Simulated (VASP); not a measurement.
# ZrB2 (P6/mmm) in VASP: notebook

ZrB2 is run at these levels: LDA; tasks: single point.

All numbers are computed with VASP 6.6.1; they aren't measurements. Logs are shortened: lines on timing, memory, paths and dates and some standing lists are left out, and cuts for length are marked.

## (1) The cell of the first run

Symmetry: P6/mmm, No. 191, hexagonal system. The conventional cell has a = 3.070 Å, b = 3.070 Å, c = 3.663 Å, α = 90.00°, β = 90.00°, γ = 120.00°. Zr (site symmetry 6/mmm) has 12 B at 2.55 Å and 6 Zr at 3.07 Å within 3.4 Å. B (site symmetry -6m2) has 3 B at 1.77 Å within 2.4 Å.

## (2) Single point, LDA

Input file INCAR:

```
SYSTEM = ZrB2
PREC = Accurate ; ENCUT = 520
EDIFF = 1E-6 ; ISMEAR = 0
SIGMA = 0.15 ; LREAL = .False.
LASPH = .True. ; NELM = 100
ALGO = Normal ; ISIF = 2
LWAVE = .False. ; LCHARG = .False.
NBANDS = 16
```

Input file KPOINTS:

```
regular mesh
0
Gamma
  15 15 12
  0 0 0
```

Input file POSCAR:

```
ZrB2
1.0
    3.0699000000      0.0000000000      0.0000000000
   -1.5349500000      2.6586113871      0.0000000000
    0.0000000000      0.0000000000      3.6633000000
Zr B
1 2
Direct
    0.0000000000      0.0000000000      0.0000000000
    0.3333333333      0.6666666667      0.5000000000
    0.6666666667      0.3333333333      0.5000000000
```

Potentials or basis: VASP PAW LDA potentials, release 64 (Zr_sv, B).

Run with:

```console
$ cat potpaw_LDA.64/Zr_sv/POTCAR potpaw_LDA.64/B/POTCAR > POTCAR
$ mpirun -np 1 vasp_std > vasp.out
```

OUTCAR:

```text
SYSTEM = ZrB2
   PREC = Accurate
   ENCUT = 520
   EDIFF = 1E-6
   ISMEAR = 0
   LREAL = .False.
   LASPH = .True.
   NELM = 100
   ISIF = 2

 ion  position               nearest neighbor table
   1  0.000  0.000  0.000-   2 2.55   3 2.55   2 2.55   3 2.55   3 2.55   3 2.55   2 2.55   2 2.55
                             3 2.55   3 2.55   2 2.55   2 2.55
   2  0.333  0.667  0.500-   3 1.77   3 1.77   3 1.77   1 2.55   1 2.55   1 2.55   1 2.55   1 2.55
                             1 2.55
   3  0.667  0.333  0.500-   2 1.77   2 1.77   2 1.77   1 2.55   1 2.55   1 2.55   1 2.55   1 2.55
                             1 2.55

  LATTYP: Found a hexagonal cell.
 ALAT       =     3.0699000000
 C/A-ratio  =     1.1932961986

  Lattice vectors:

 A1 = (   3.0699000000,   0.0000000000,   0.0000000000)
 A2 = (  -1.5349500000,   2.6586113871,   0.0000000000)
 A3 = (   0.0000000000,   0.0000000000,   3.6633000000)

Analysis of symmetry for initial positions (statically):
=====================================================================
 Subroutine PRICEL returns:
 Original cell was already a primitive cell.

 Routine SETGRP: Setting up the symmetry group for a
 hexagonal supercell.

 Subroutine GETGRP returns: Found 24 space group operations
 (whereof 24 operations were pure point group operations)
 out of a pool of 24 trial point group operations.

The static configuration has the point symmetry D_6h.

Analysis of symmetry for dynamics (positions and initial velocities):
=====================================================================
 Subroutine PRICEL returns:
 Original cell was already a primitive cell.

 Routine SETGRP: Setting up the symmetry group for a
 hexagonal supercell.

 Subroutine GETGRP returns: Found 24 space group operations
 (whereof 24 operations were pure point group operations)
 out of a pool of 24 trial point group operations.

The dynamic configuration has the point symmetry D_6h.

 Subroutine INISYM returns: Found 24 space group operations
 (whereof 24 operations are pure point group operations),
 and found     1 'primitive' translations

----------------------------------------------------------------------------------------

                                     Primitive cell

  volume of cell :      29.8986

  direct lattice vectors                    reciprocal lattice vectors
     3.069900000  0.000000000  0.000000000     0.325743510  0.188068103  0.000000000
    -1.534950000  2.658611387  0.000000000     0.000000000  0.376136206  0.000000000
     0.000000000  0.000000000  3.663300000     0.000000000  0.000000000  0.272977916

  length of vectors
     3.069900000  3.069900000  3.663300000     0.376136206  0.376136206  0.272977916

  position of ions in fractional coordinates (direct lattice)
     0.000000000  0.000000000  0.000000000
     0.333333333  0.666666667  0.500000000
     0.666666667  0.333333333  0.500000000

  ion indices of the primitive-cell ions
   primitive index   ion index
                 1           1
                 2           2
                 3           3

----------------------------------------------------------------------------------------

 KPOINTS: regular mesh

Automatic generation of k-mesh.
 Grid dimensions read from file:
 generate k-points for:   15   15   12

 Generating k-lattice:

  Cartesian coordinates                     Fractional coordinates (reciprocal lattice)
     0.021716234  0.012537874  0.000000000     0.066666667  0.000000000  0.000000000
     0.000000000  0.025075747  0.000000000     0.000000000  0.066666667  0.000000000
     0.000000000  0.000000000  0.022748160     0.000000000  0.000000000  0.083333333

  Length of vectors
     0.025075747  0.025075747  0.022748160

  Shift w.r.t. Gamma in fractional coordinates (k-lattice)
     0.000000000  0.000000000  0.000000000

 Subroutine IBZKPT returns following result:
 ===========================================

 Found    189 irreducible k-points:

 Following reciprocal coordinates:
            Coordinates               Weight
  0.000000  0.000000  0.000000      1.000000
  0.066667  0.000000  0.000000      6.000000
  0.133333  0.000000  0.000000      6.000000
  0.200000  0.000000  0.000000      6.000000
  0.266667  0.000000  0.000000      6.000000
  0.333333 -0.000000  0.000000      6.000000
[... 16 lines left out ...]
  0.333333  0.200000  0.000000     12.000000
  0.400000  0.200000  0.000000      6.000000
 [... further k-points ...]
   k-points           NKPTS =    189   k-points in BZ     NKDIM =    189   number of bands    NBANDS=     16
   number of dos      NEDOS =    301   number of ions     NIONS =      3
   total plane-waves  NPLWV =  16128
   dimension x,y,z NGX =    24 NGY =   24 NGZ =   28
   dimension x,y,z NGXF=    48 NGYF=   48 NGZF=   56
   ions per type =               1   2
   NGX,Y,Z   is equivalent  to a cutoff of  13.00, 13.00, 12.71 a.u.
   NGXF,Y,Z  is equivalent  to a cutoff of  25.99, 25.99, 25.41 a.u.
 SYSTEM =  ZrB2
   PREC   = accura    normal or accurate (medium, high low for compatibility)
   ISTART =      0    job   : 0-new  1-cont  2-samecut
   ICHARG =      2    charge: 1-file 2-atom 10-const
   ISPIN  =      1    spin polarized calculation?
   LNONCOLLINEAR =      F non collinear calculations
   LSORBIT =      F    spin-orbit coupling
   LASPH  =      T    aspherical Exc in radial PAW
   ENCUT  =  520.0 eV  38.22 Ry    6.18 a.u.   5.71  5.71  6.81*2*pi/ulx,y,z
   NELM   =    100;   NELMIN=  2; NELMDL= -5     # of ELM steps
   EDIFF  = 0.1E-05   stopping-criterion for ELM
   LREAL  =      F    real-space projection
   EDIFFG = 0.1E-04   stopping-criterion for IOM
   NSW    =      0    number of steps for IOM
   IBRION =     -1    ionic relax: 0-MD 1-quasi-New 2-CG
   NFREE  =      0    steps in history (QN), initial steepest desc. (CG)
   ISIF   =      2    stress and relaxation
   ISYM   =      2    0-nonsym 1-usesym 2-fastsym
   POTIM  = 0.5000    time-step for ionic-motion
   TEBEG  =    0.0;   TEEND  =   0.0 temperature during run
   PSTRESS=    0.0 pullay stress
   NELECT =      18.0000    total number of electrons
   NUPDOWN=      -1.0000    fix difference up-down
   EMIN   =  10.00;   EMAX   =-10.00  energy-range for DOS
   EFERMI =   0.00;   METHOD = LEGACY
   ISMEAR =     0;   SIGMA  =   0.15  broadening in eV -4-tet -1-fermi 0-gaus
   EFERMI_NEDOS =   21; number of points for ismear=-14 and -15
   IALGO  =     38    algorithm
   IMIX   =      4    mixing-type and parameters
     AMIX     =   0.40;   BMIX     =  1.00
     AMIX_MAG =   1.60;   BMIX_MAG =  1.00
  volume/ion in A,a.u.               =       9.97        67.26
  Fermi-wavevector in a.u.,A,eV,Ry     =   1.382341  2.612245 25.998913  1.910866
  Thomas-Fermi vector in A             =   2.507041
   LORBIT       =      0    0 simple, 1 ext, 2 COOP (PROOUT), +10 PAW based schemes
   GGA     = CA    functional components
   LHFCALC =     F    Hartree Fock is set to
   AEXX    =    0.0000 exact exchange contribution
   IVDW    =     0    specifies the selected vdW correction
   LEPSILON=     F    determine dielectric tensor
   LRPA    =     F    only Hartree local field effects (RPA)
 non-spin polarized calculation
 Gauss-broadening in eV      SIGMA  =   0.15
  energy-cutoff  :      520.00
  volume of cell :       29.90
 maximum number of plane-waves:       820
 NGX is ok and might be reduce to    24
   NGX = 11   NGY = 11   NGZ = 13

 number of electron      18.0000001 magnetization

 Free energy of the ion-electron system (eV)
  ---------------------------------------------------
  ext. energy  EPLUGINS =         0.00000000
  ---------------------------------------------------
  free energy    TOTEN  =       -27.38019943 eV

  energy without entropy =      -27.37769770  energy(sigma->0) =      -27.37894856

 E-fermi :  10.6823     XC(G=0): -12.7083

 val. band max:       10.6486718364   @ k =   0.2667   0.2000   0.0000
 cond. band min:      10.7141677809   @ k =   0.0667   0.0667   0.5000
 fundamental gap:      0.0654959445
 Fermi energy:        10.6823409958

 k-point     1 :       0.0000    0.0000    0.0000
  band No.  band energies     occupation
      1     -37.6198      2.00000
      2     -16.0144      2.00000
      3     -15.2489      2.00000
      4     -15.2489      2.00000
      5      -2.0049      2.00000
      6       7.8981      2.00000
[... 8 lines left out ...]
     15      16.5600      0.00000
     16      16.9527      0.00000

 k-point     2 :       0.0667    0.0000    0.0000
  band No.  band energies     occupation
      1     -37.6126      2.00000
      2     -16.0043      2.00000
      3     -15.3064      2.00000
      4     -15.2612      2.00000
      5      -1.9126      2.00000
      6       7.8771      2.00000
[... 8 lines left out ...]
     15      17.0691      0.00000
     16      17.3400      0.00000

 k-point     3 :       0.1333    0.0000    0.0000
  band No.  band energies     occupation
      1     -37.5921      2.00000
      2     -15.9757      2.00000
      3     -15.4660      2.00000
      4     -15.2959      2.00000
      5      -1.6432      2.00000
      6       7.5947      2.00000
[... 8 lines left out ...]
     15      18.1408      0.00000
     16      18.2028      0.00000

 k-point     4 :       0.2000    0.0000    0.0000
  band No.  band energies     occupation
      1     -37.5617      2.00000
      2     -15.9333      2.00000
      3     -15.6943      2.00000
      4     -15.3464      2.00000
      5      -1.2159      2.00000
      6       6.6720      2.00000
[... 8 lines left out ...]
     15      17.8810      0.00000
     16      19.6319      0.00000

 k-point     5 :       0.2667    0.0000    0.0000
  band No.  band energies     occupation
      1     -37.5265      2.00000
      2     -15.9472      2.00000
      3     -15.8841      2.00000
      4     -15.4038      2.00000
      5      -0.6539      2.00000
      6       5.6648      2.00000
[... 8 lines left out ...]
     15      18.3427      0.00000
     16      21.0909      0.00000

 k-point     6 :       0.3333   -0.0000    0.0000
  band No.  band energies     occupation
      1     -37.4925      2.00000
      2     -16.1808      2.00000
      3     -15.8366      2.00000
      4     -15.4579      2.00000
      5       0.0210      2.00000
      6       4.6395      2.00000
[... 8 lines left out ...]
     15      19.2053      0.00000
     16      21.1048      0.00000
[... 267 lines left out ...]
 k-point    21 :       0.2000    0.2000    0.0000
  band No.  band energies     occupation
      1     -37.4844      2.00000
      2     -16.1265      2.00000
      3     -15.8253      2.00000
      4     -15.5939      2.00000
      5       0.1918      2.00000
      6       5.0600      2.00000
[... 8 lines left out ...]
     15      18.2849      0.00000
     16      20.7737      0.00000

 k-point    22 :       0.2667    0.2000    0.0000
  band No.  band energies     occupation
      1     -37.4592      2.00000
      2     -16.2347      2.00000
      3     -15.7900      2.00000
      4     -15.7004      2.00000
      5       0.9095      2.00000
      6       4.3698      2.00000
[... 8 lines left out ...]
     15      18.9586      0.00000
     16      21.2927      0.00000

 k-point    23 :       0.3333    0.2000    0.0000
  band No.  band energies     occupation
      1     -37.4420      2.00000
      2     -16.3022      2.00000
      3     -15.7774      2.00000
      4     -15.7659      2.00000
      5       1.7182      2.00000
      6       3.5225      2.00000
[... 8 lines left out ...]
     15      20.0861      0.00000
     16      21.1959      0.00000

 k-point    24 :       0.4000    0.2000    0.0000
  band No.  band energies     occupation
      1     -37.4359      2.00000
      2     -16.3249      2.00000
      3     -15.8055      2.00000
      4     -15.7574      2.00000
      5       2.4876      2.00000
      6       2.7266      2.00000
[... 8 lines left out ...]
     15      20.7792      0.00000
     16      20.9960      0.00000

 [... further k-points ...]

------------------------ aborting loop because EDIFF is reached ----------------------------------------

  FORCE on cell =-STRESS in cart. coord.  units (eV):
  Direction    XX          YY          ZZ          XY          YZ          ZX
  --------------------------------------------------------------------------------------
  -------------------------------------------------------------------------------------
  Total        1.4498834      1.4498834     -3.0518351      0.0000000      0.0000000      0.0000000
  in kB       77.6948258     77.6948258   -163.5385237      0.0000000      0.0000000      0.0000000
  external PRESSURE =      -2.7162907 kB  Pullay stress =       0.0000000 kB

 VOLUME and BASIS-vectors are now :
 -----------------------------------------------------------------------------
  energy-cutoff  :      520.00
  volume of cell :       29.90
      direct lattice vectors                 reciprocal lattice vectors
     3.069900000  0.000000000  0.000000000     0.325743510  0.188068103  0.000000000
    -1.534950000  2.658611387  0.000000000     0.000000000  0.376136206  0.000000000
     0.000000000  0.000000000  3.663300000     0.000000000  0.000000000  0.272977916

 POSITION                                       TOTAL-FORCE (eV/Angst)
 -----------------------------------------------------------------------------------
      0.00000      0.00000      0.00000        -0.000000      0.000000      0.000000
     -0.00000      1.77241      1.83165         0.000000     -0.000000      0.000000
      1.53495      0.88620      1.83165        -0.000000      0.000000      0.000000
 -----------------------------------------------------------------------------------
    total drift:                               -0.000000      0.000000      0.000000

  FREE ENERGIE OF THE ION-ELECTRON SYSTEM (eV)
  ---------------------------------------------------
  free  energy   TOTEN  =       -27.3801994274 eV

  energy  without entropy=      -27.3776976965  energy(sigma->0) =      -27.37894856
```

Run time: 70 s. Hardware: 1 thread of Intel Xeon 8259CL, shared host; peak memory 0.2 GiB.

What came out:

| Item | Value |
| --- | --- |
| Free energy | -27.3802 eV |
| Pressure | -0.3 GPa |
| Band gap on the k mesh | zero (bands 9 and 10 overlap by 1.08 eV) |

Levels at points of the mesh, in eV from the Fermi level:
```csv
k point,band 7,band 8,band 9,band 10,band 11,band 12
"(0.00, 0.00, 0.00)",-2.71,-2.11,-2.11,3.66,3.66,3.82
"(0.00, 0.00, 0.50)",-0.56,-0.56,0.83,0.87,0.87,1.07
```

## (3) Single point, LDA

This run uses another cell than the first one, of 9.94 Å³/atom.

Input file INCAR:

```
PREC = Accurate
ENCUT = 520
EDIFF = 1E-6
ISMEAR = 0
SIGMA = 0.15
LREAL = False
LASPH = True
NELM = 100
ALGO = Normal
ISIF = 2
LWAVE = False
LCHARG = True
LELF = True
LVHAR = True
NBANDS = 16
```

Input file KPOINTS:

```
regular mesh
0
Gamma
  15 15 12
```

Input file POSCAR:

```
ZrB2
1.0
    3.1952000000      0.0000000000      0.0000000000
   -1.5976000000      2.7671243702      0.0000000000
    0.0000000000      0.0000000000      3.3726000000
Zr B
1 2
Direct
    0.0000000000      0.0000000000      0.0000000000
    0.3333333333      0.6666666667      0.5000000000
    0.6666666667      0.3333333333      0.5000000000
```

Potentials or basis: VASP PAW LDA potentials, release 64 (Zr_sv, B).

Run with:

```console
$ cat potpaw_LDA.64/Zr_sv/POTCAR potpaw_LDA.64/B/POTCAR > POTCAR
$ mpirun -np 1 vasp_std > vasp.out
```

Wall time 74 s (1 thread of Intel Xeon 8259CL, shared host); peak memory 0.2 GiB.

Results (log left out):

```yaml
Free_energy: -27.4205 eV
Pressure: -1.4 GPa
Band_gap_on_the_k_mesh: zero (bands 9 and 10 overlap by 0.82 eV)
```

Stress tensor (GPa, compression positive):
```
-7.52  0.00  0.00
 0.00 -7.52  0.00
 0.00  0.00 10.97
```

Levels at points of the mesh, in eV from the Fermi level:
| k point | band 7 | band 8 | band 9 | band 10 | band 11 | band 12 |
| --- | --- | --- | --- | --- | --- | --- |
| (0.00, 0.00, 0.00) | -3.07 | -2.54 | -1.84 | 3.50 | 3.50 | 4.43 |
| (0.00, 0.00, 0.50) | -1.19 | -1.19 | -0.19 | -0.19 | 0.76 | 0.76 |
